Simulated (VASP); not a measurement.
A run of VASP 6.6.1 is set up as follows.

File INCAR:

```
SYSTEM = Ti
PREC = Accurate ; ENCUT = 400
EDIFF = 1E-8 ; ISMEAR = -1
SIGMA = 0.05 ; LREAL = .FALSE.
LASPH = .TRUE. ; NELM = 120
ALGO = Normal ; ISIF = 2
LWAVE = .FALSE. ; LCHARG = .FALSE.
GGA = PS ; LEFG = .TRUE.
NBANDS = 12 ; GGA_COMPAT = .FALSE.
```

The input KPOINTS:

```
Automatic mesh
0
G
  14 14 14
  0 0 0
```

The input POSCAR:

```
Ti
1.0
   -1.6574100000      1.6410000000      1.6410000000
    1.6410000000     -1.6574100000      1.6410000000
    1.6410000000      1.6410000000     -1.6574100000
Ti
1
Direct
    0.0000000000      0.0000000000      0.0000000000
```

Potentials or basis: VASP PAW PBE potentials, release 64 (Ti_sv).

Command:

```sh
$ cat potpaw_PBE.64/Ti_sv/POTCAR > POTCAR
$ mpirun -np 1 vasp_std > vasp.out
```

Q: What does it give for the pressure?

A: -7.5 GPa.

Q: Estimate the band gap on the k mesh.

A: Zero (bands 6 and 7 overlap by 1.57 eV).

Electric field gradients, principal values (V/Å²):
```csv
atom,least,middle,greatest (by size)
1 Ti,-2.373,-2.373,4.746
```

Caveat: the cell differs from its parent crystal (equal xy, yz and zx shear strains of -1 %); the cell stands under tension; without QUAD_EFG the Cq values of the log hold for a quadrupole moment of 1 mb, not for the nuclei; the PAW data sets were made with another functional, which shifts forces and pressure a little.
